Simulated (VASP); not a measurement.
# GaGe2 (P6/mmm) in VASP: a series of runs, part 2 of 2

VASP 6.6.1. The steps go on from the part before.

## (3) Single point, r2SCAN

This run uses another cell than the first one, of 21.72 Å³/atom.

File POSCAR:

```
GaGe2
1.0
    4.2475327421      0.0000000000      0.0000000000
   -2.1237663710      3.6784712581      0.0000000000
    0.0000000000      0.0000000000      4.1695858935
Ga Ge
1 2
Direct
    0.0000000000      0.0000000000      0.0000000000
    0.3333333333      0.6666666667      0.5000000000
    0.6666666667      0.3333333333      0.5000000000
```

File INCAR.step1:

```
ALGO = Normal ; EDIFF = 1E-4
ENCUT = 520 ; GGA = PE
ISMEAR = 0 ; LASPH = True
LCHARG = False ; LREAL = False
LWAVE = True ; NBANDS = 28
NELM = 80 ; PREC = Accurate
SIGMA = 0.1
```

File INCAR.step2:

```
ALGO = Normal ; EDIFF = 1E-6
ENCUT = 520 ; ISIF = 2
ISMEAR = 0 ; ISTART = 1
LASPH = True ; LCHARG = True
LELF = True ; LMIXTAU = True
LREAL = False ; LVHAR = True
LWAVE = False ; METAGGA = R2SCAN
NBANDS = 28 ; NELM = 80
PREC = Accurate ; SIGMA = 0.1
```

File KPOINTS:

```
k-points
0
Gamma
  6 6 4
```

Potentials or basis: VASP PAW PBE potentials, release 64 (Ga_d, Ge_d).

Run with:

```bash
cat potpaw_PBE.64/Ga_d/POTCAR potpaw_PBE.64/Ge_d/POTCAR > POTCAR
cp INCAR.step1 INCAR
mpirun -np 1 vasp_std > vasp.out
cp INCAR.step2 INCAR
mpirun -np 1 vasp_std > vasp.out
```

OUTCAR:

```text
EDIFF = 1E-6
   ENCUT = 520
   ISIF = 2
   ISMEAR = 0
   ISTART = 1
   LASPH = True
   LREAL = False
   METAGGA = R2SCAN
   NELM = 80
   PREC = Accurate

 ion  position               nearest neighbor table
   1  0.000  0.000  0.000-
   2  0.333  0.667  0.500-   3 2.45   3 2.45   3 2.45
   3  0.667  0.333  0.500-   2 2.45   2 2.45   2 2.45

  LATTYP: Found a hexagonal cell.
 ALAT       =     4.2475327421
 C/A-ratio  =     0.9816489117

  Lattice vectors:

 A1 = (   4.2475327421,   0.0000000000,   0.0000000000)
 A2 = (  -2.1237663710,   3.6784712581,   0.0000000000)
 A3 = (   0.0000000000,   0.0000000000,   4.1695858935)

Analysis of symmetry for initial positions (statically):
=====================================================================
 Subroutine PRICEL returns:
 Original cell was already a primitive cell.

 Routine SETGRP: Setting up the symmetry group for a
 hexagonal supercell.

 Subroutine GETGRP returns: Found 24 space group operations
 (whereof 24 operations were pure point group operations)
 out of a pool of 24 trial point group operations.

The static configuration has the point symmetry D_6h.

Analysis of symmetry for dynamics (positions and initial velocities):
=====================================================================
 Subroutine PRICEL returns:
 Original cell was already a primitive cell.

 Routine SETGRP: Setting up the symmetry group for a
 hexagonal supercell.

 Subroutine GETGRP returns: Found 24 space group operations
 (whereof 24 operations were pure point group operations)
 out of a pool of 24 trial point group operations.

The dynamic configuration has the point symmetry D_6h.

 Subroutine INISYM returns: Found 24 space group operations
[... 107 lines left out ...]
   NUPDOWN=      -1.0000    fix difference up-down
   EMIN   =  10.00;   EMAX   =-10.00  energy-range for DOS
   EFERMI =   0.00;   METHOD = LEGACY
   ISMEAR =     0;   SIGMA  =   0.10  broadening in eV -4-tet -1-fermi 0-gaus
   EFERMI_NEDOS =   21; number of points for ismear=-14 and -15
   IALGO  =     38    algorithm
   IMIX   =      4    mixing-type and parameters
     AMIX     =   0.40;   BMIX     =  1.00
     AMIX_MAG =   1.60;   BMIX_MAG =  1.00
  volume/ion in A,a.u.               =      21.72       146.55
  Fermi-wavevector in a.u.,A,eV,Ry     =   1.402934  2.651160 26.779294  1.968223
  Thomas-Fermi vector in A             =   2.525646
   LORBIT       =      0    0 simple, 1 ext, 2 COOP (PROOUT), +10 PAW based schemes
   METAGGA = R2SCAN    functional components
   LHFCALC =     F    Hartree Fock is set to
   AEXX    =    0.0000 exact exchange contribution
   IVDW    =     0    specifies the selected vdW correction
   LEPSILON=     F    determine dielectric tensor
   LRPA    =     F    only Hartree local field effects (RPA)
 non-spin polarized calculation
 Gauss-broadening in eV      SIGMA  =   0.10
  energy-cutoff  :      520.00
  volume of cell :       65.15
 maximum number of plane-waves:      1770
 NGX is ok and might be reduce to    32
   NGX = 15   NGY = 15   NGZ = 15

 number of electron      40.9999992 magnetization

 Free energy of the ion-electron system (eV)
  ---------------------------------------------------
  ext. energy  EPLUGINS =         0.00000000
  ---------------------------------------------------
  free energy    TOTEN  =       -37.65610256 eV

  energy without entropy =      -37.64159778  energy(sigma->0) =      -37.64885017

 E-fermi :   5.0249     XC(G=0): -11.2974

 val. band max:        5.0119946195   @ k =   0.3333   0.1667   0.2500
 cond. band min:       5.0489921012   @ k =   0.1667   0.0000   0.5000
 fundamental gap:      0.0369974817
 Fermi energy:         5.0248621950

 k-point     1 :       0.0000    0.0000    0.0000
  band No.  band energies     occupation
      1     -20.7071      2.00000
      2     -20.6922      2.00000
      3     -20.6922      2.00000
      4     -20.6471      2.00000
      5     -20.6471      2.00000
      6     -20.5608      2.00000
[... 640 lines left out ...]
     27      14.9447      0.00000
     28      17.1991      0.00000

------------------------ aborting loop because EDIFF is reached ----------------------------------------

  FORCE on cell =-STRESS in cart. coord.  units (eV):
  Direction    XX          YY          ZZ          XY          YZ          ZX
  --------------------------------------------------------------------------------------
  -------------------------------------------------------------------------------------
  Total        0.0245995      0.0245995     -0.0621144      0.0000000     -0.0000000     -0.0000000
  in kB        0.6049781      0.6049781     -1.5275871      0.0000000     -0.0000000     -0.0000000
  external PRESSURE =      -0.1058770 kB  Pullay stress =       0.0000000 kB

 VOLUME and BASIS-vectors are now :
 -----------------------------------------------------------------------------
  energy-cutoff  :      520.00
  volume of cell :       65.15
      direct lattice vectors                 reciprocal lattice vectors
     4.247532742  0.000000000  0.000000000     0.235430793  0.135926031  0.000000000
    -2.123766371  3.678471258  0.000000000     0.000000000  0.271852063  0.000000000
     0.000000000  0.000000000  4.169585893     0.000000000  0.000000000  0.239831970

 POSITION                                       TOTAL-FORCE (eV/Angst)
 -----------------------------------------------------------------------------------
      0.00000      0.00000      0.00000        -0.000000      0.000000      0.000000
     -0.00000      2.45231      2.08479        -0.000000     -0.000000      0.000000
      2.12377      1.22616      2.08479         0.000000      0.000000      0.000000
 -----------------------------------------------------------------------------------
    total drift:                                0.000000      0.000000     -0.000000

  FREE ENERGIE OF THE ION-ELECTRON SYSTEM (eV)
  ---------------------------------------------------
  free  energy   TOTEN  =       -37.6561025567 eV

  energy  without entropy=      -37.6415977784  energy(sigma->0) =      -37.64885017
```

OUTCAR.step1:

```text
EDIFF = 1E-4
   ENCUT = 520
   GGA = PE
   ISMEAR = 0
[... 872 lines left out ...]
      0.00000      0.00000      0.00000        -0.000000      0.000000      0.000000
     -0.00000      2.45231      2.08479         0.000000     -0.000000      0.000000
      2.12377      1.22616      2.08479        -0.000000      0.000000     -0.000000
 -----------------------------------------------------------------------------------
    total drift:                                0.000000      0.000000     -0.000000

  FREE ENERGIE OF THE ION-ELECTRON SYSTEM (eV)
  ---------------------------------------------------
  free  energy   TOTEN  =       -10.8426262601 eV

  energy  without entropy=      -10.8287751968  energy(sigma->0) =      -10.83570073
```

OSZICAR.step1:

```text
N       E                     dE             d eps       ncg     rms          rms(c)
DAV:   1     0.291906607727E+03    0.29191E+03   -0.20705E+04  1340   0.362E+03
DAV:   2     0.373645757998E+02   -0.25454E+03   -0.24900E+03  1176   0.662E+02
DAV:   3    -0.896951070110E+01   -0.46334E+02   -0.45948E+02  1288   0.174E+02
DAV:   4    -0.109244536117E+02   -0.19549E+01   -0.19305E+01  1380   0.409E+01
DAV:   5    -0.109636102611E+02   -0.39157E-01   -0.39151E-01  1316   0.621E+00    0.264E+00
DAV:   6    -0.108662077359E+02    0.97403E-01   -0.15753E-01  1408   0.345E+00    0.146E+00
DAV:   7    -0.108431851415E+02    0.23023E-01   -0.75261E-02  1456   0.199E+00    0.315E-01
DAV:   8    -0.108426698304E+02    0.51531E-03   -0.12166E-02  1280   0.999E-01    0.992E-02
DAV:   9    -0.108426359787E+02    0.33852E-04   -0.10420E-03  1152   0.317E-01    0.430E-02
DAV:  10    -0.108426262601E+02    0.97186E-05   -0.14631E-04   864   0.134E-01
   1 F= -.10842626E+02 E0= -.10835701E+02  d E =-.138511E-01
```

Wall time 40 s (1 thread of Intel Xeon 6975P-C (Granite Rapids), shared host); peak memory 0.19 GiB.

Results:

| Item | Value |
| --- | --- |
| Free energy | -37.6561 eV |
| Pressure | 0.0 GPa |
| Band gap on the k mesh | zero (an odd number of electrons rules out a gap without spin polarisation) |

Stress tensor (GPa, compression positive):
```
 0.06  0.00  0.00
 0.00  0.06  0.00
 0.00  0.00 -0.15
```

Caveat: the k points lie up to 0.38 Å⁻¹ apart, too coarse for converged energies and pressures of a metal; the PAW data sets were made with another functional, which shifts forces and pressure a little.

## (4) Relaxation of cell and atoms, r2SCAN

File POSCAR:

```
GaGe2
1.0
    3.7611045753      0.0000000000      0.0000000000
   -1.8805522876      3.2572121085      0.0000000000
    0.0000000000      0.0000000000      4.0609933122
Ga Ge
1 2
Direct
    0.0000000000      0.0000000000      0.0000000000
    0.3333333333      0.6666666667      0.5000000000
    0.6666666667      0.3333333333      0.5000000000
```

File INCAR.step1:

```
PREC     = Accurate       # precision mode
ENCUT    = 600            # plane-wave cutoff, eV
ISMEAR   = 0              # smearing method
SIGMA    = 0.1            # smearing width, eV
LREAL    = False          # projectors in reciprocal space
LASPH    = True           # aspherical terms in the spheres
NELM     = 100            # most SCF steps
GGA      = PE             # functional
ALGO     = Normal         # electronic algorithm
EDIFF    = 1E-4           # SCF threshold, eV
LWAVE    = True           # write WAVECAR
LCHARG   = False          # write CHGCAR
```

File INCAR.step2:

```
PREC     = Accurate       # precision mode
ENCUT    = 600            # plane-wave cutoff, eV
EDIFF    = 1E-6           # SCF threshold, eV
ISMEAR   = 0              # smearing method
SIGMA    = 0.1            # smearing width, eV
LREAL    = False          # projectors in reciprocal space
LASPH    = True           # aspherical terms in the spheres
NELM     = 100            # most SCF steps
ALGO     = Normal         # electronic algorithm
ISIF     = 3              # what is computed and relaxed
LWAVE    = False          # write WAVECAR
LCHARG   = False          # write CHGCAR
METAGGA  = R2SCAN         # meta-GGA
LMIXTAU  = True         
IBRION   = 2              # ionic algorithm
NSW      = 90             # ionic steps
EDIFFG   = -0.04          # ionic threshold
ISTART   = 1
```

File KPOINTS:

```
Automatic mesh
0
Gamma
  6 6 4
```

Run with:

```bash
cat potpaw_PBE.64/Ga_d/POTCAR potpaw_PBE.64/Ge_d/POTCAR > POTCAR
cp INCAR.step1 INCAR
mpirun -np 1 vasp_std > vasp.out
cp INCAR.step2 INCAR
mpirun -np 1 vasp_std > vasp.out
```

Run time: 5.2 min. Hardware: 1 thread of Intel Xeon 6975P-C (Granite Rapids), shared host; peak memory 0.2 GiB.

It converged, with:

* Free energy: -37.6514 eV
* Relaxed volume: 21.62 Å³/atom
* Relaxed cell: a = 4.243 Å, b = 4.243 Å, c = 4.159 Å, α = 90.00°, β = 90.00°, γ = 120.00°
* Space group after relaxing (to 0.1 Å): P6/mmm (No. 191)
* Energy gained by relaxing: 502.7 meV/atom
* Ionic steps: 8
* Pressure after relaxing: 0.2 GPa
* Band gap on the k mesh: zero (an odd number of electrons rules out a gap without spin polarisation)

Stress tensor (GPa, compression positive):
```
0.26 0.00 0.00
0.00 0.26 0.00
0.00 0.00 0.03
```

Step by step:
| step | energy change (eV) | largest force (eV/Å) | pressure (GPa) | volume (Å³) |
| --- | --- | --- | --- | --- |
| 1 | 0.0000 | 0.0000 | 33.26 | 49.75 |
| 2 | -1.1619 | 0.0000 | -5.85 | 78.39 |
| 3 | -1.5068 | 0.0000 | 0.01 | 65.53 |
| 4 | -1.5066 | 0.0000 | -0.36 | 65.87 |
| 5 | -1.5074 | 0.0000 | -0.12 | 65.45 |
| 6 | -1.5074 | 0.0000 | 0.17 | 65.02 |
| 7 | -1.5080 | 0.0000 | 0.22 | 64.87 |
| 8 | -1.5080 | 0.0000 | 0.18 | 64.85 |

Final structure:
```cif
data_structure
_symmetry_space_group_name_H-M 'P 1'
_symmetry_Int_Tables_number 1
_cell_length_a 4.2433
_cell_length_b 4.2433
_cell_length_c 4.1589
_cell_angle_alpha 90.000
_cell_angle_beta 90.000
_cell_angle_gamma 120.000
_cell_volume 64.85
loop_
_atom_site_label
_atom_site_type_symbol
_atom_site_fract_x
_atom_site_fract_y
_atom_site_fract_z
_atom_site_occupancy
Ga1 Ga 0.00000 0.00000 0.00000 1
Ge1 Ge 0.33333 0.66667 0.50000 1
Ge2 Ge 0.66667 0.33333 0.50000 1
```

Levels at points of the mesh, in eV from the Fermi level:
```csv
k point,band 17,band 18,band 19,band 20,band 21,band 22,band 23,band 24
"(0.00, 0.00, 0.00)",-3.74,-2.97,-2.45,-2.20,-2.20,0.45,0.45,4.41
"(0.50, 0.00, 0.00)",-9.51,-4.35,-4.11,-0.32,0.49,1.70,1.87,4.71
"(0.00, 0.00, 0.50)",-7.76,-1.97,-1.91,-1.91,1.97,2.41,2.41,2.91
"(0.50, 0.00, 0.50)",-8.67,-5.51,-4.04,-3.39,-1.37,0.88,1.67,6.80
```

Caveat: the k points lie up to 0.38 Å⁻¹ apart in the final cell, too coarse for converged energies and pressures of a metal; the volume moved by over 15 % at a fixed basis, so the end points are rough; the PAW data sets were made with another functional, which shifts forces and pressure a little.

## (5) Single point, r2SCAN

This run uses another cell than the first one, of 20.88 Å³/atom.

File POSCAR:

```
GaGe2
1.0
    4.3492295153      0.0000000000      0.0000000000
   -2.1746147576      3.7665432471      0.0000000000
    0.0000000000      0.0000000000      3.8237792414
Ga Ge
1 2
Direct
    0.0000000000      0.0000000000      0.0000000000
    0.3333333333      0.6666666667      0.5000000000
    0.6666666667      0.3333333333      0.5000000000
```

File INCAR.step1:

```
PREC     = Accurate       # precision mode
ENCUT    = 520            # plane-wave cutoff, eV
ISMEAR   = 0              # smearing method
SIGMA    = 0.1            # smearing width, eV
LREAL    = F              # projectors in reciprocal space
LASPH    = T              # aspherical terms in the spheres
NELM     = 100            # most SCF steps
NBANDS   = 28             # bands
GGA      = PE             # functional
ALGO     = Normal         # electronic algorithm
EDIFF    = 1E-4           # SCF threshold, eV
LWAVE    = T              # write WAVECAR
LCHARG   = F              # write CHGCAR
```

File INCAR.step2:

```
PREC     = Accurate       # precision mode
ENCUT    = 520            # plane-wave cutoff, eV
EDIFF    = 1E-7           # SCF threshold, eV
ISMEAR   = 0              # smearing method
SIGMA    = 0.1            # smearing width, eV
LREAL    = F              # projectors in reciprocal space
LASPH    = T              # aspherical terms in the spheres
NELM     = 100            # most SCF steps
ALGO     = Normal         # electronic algorithm
ISIF     = 2              # what is computed and relaxed
LWAVE    = F              # write WAVECAR
LCHARG   = F              # write CHGCAR
METAGGA  = R2SCAN         # meta-GGA
LMIXTAU  = T            
NBANDS   = 28             # bands
ISTART   = 1
```

File KPOINTS:

```
Automatic mesh
0
Gamma
  12 12 10
```

Run with:

```bash
cat potpaw_PBE.64/Ga_d/POTCAR potpaw_PBE.64/Ge_d/POTCAR > POTCAR
cp INCAR.step1 INCAR
mpirun -np 1 vasp_std > vasp.out
cp INCAR.step2 INCAR
mpirun -np 1 vasp_std > vasp.out
```

Wall time 3.2 min (1 thread of Intel Xeon 6975P-C (Granite Rapids), shared host); peak memory 0.31 GiB.

The run converged. Its results:

- Free energy: -37.7304 eV
- Pressure: -0.1 GPa
- Band gap on the k mesh: zero (an odd number of electrons rules out a gap without spin polarisation)

Levels at points of the mesh, in eV from the Fermi level:
```
           k point  band 17  band 18  band 19  band 20  band 21  band 22  band 23  band 24  band 25  band 26
(0.00, 0.00, 0.00)    -3.15    -3.13    -2.30    -2.30    -1.90    -0.18    -0.17     4.32     6.05     7.80
(0.50, 0.00, 0.00)    -9.64    -4.59    -4.29     0.59     1.41     2.46     2.93     5.15     5.33     6.90
(0.00, 0.00, 0.50)    -7.68    -2.32    -1.78    -1.78     1.94     2.31     2.31     2.57     2.78     2.92
(0.50, 0.00, 0.50)    -8.40    -5.46    -4.20    -3.16    -1.59     0.47     1.45     6.69     7.87     7.94
```

Caveat: the PAW data sets were made with another functional, which shifts forces and pressure a little.

## (6) Summary

| task | cell | k mesh | cutoff (eV) | gap on the mesh (eV) | pressure (GPa) |
| --- | --- | --- | --- | --- | --- |
| single point | a = 3.761, b = 3.761, c = 4.061 Å, angles 90.0, 90.0, 120.0°, 3 atoms | 6 × 6 × 4 | 520 | none | 33.2 |
| single point | a = 4.248, b = 4.248, c = 4.170 Å, angles 90.0, 90.0, 120.0°, 3 atoms | 6 × 6 × 4 | 520 | none | 0.0 |
| relaxation of cell and atoms | relaxed from a = 3.761, b = 3.761, c = 4.061 Å, angles 90.0, 90.0, 120.0°, 3 atoms | 6 × 6 × 4 | 600 | none | 0.2 |
| single point | a = 4.349, b = 4.349, c = 3.824 Å, angles 90.0, 90.0, 120.0°, 3 atoms | 12 × 12 × 10 | 520 | none | -0.1 |

Alike in all rows: level r2SCAN; potentials or basis VASP PAW PBE potentials, release 64 (Ga_d, Ge_d); no spin polarisation; smearing gaussian 0.1 eV.

Caveats: some runs use coarse meshes; the PAW data sets were made with another functional, which shifts forces and pressure a little; the volume moved by over 15 % at a fixed basis, so the end points are rough (at least some runs).

Total energies depend on the potentials used, so only differences within one code and one set of settings carry meaning.
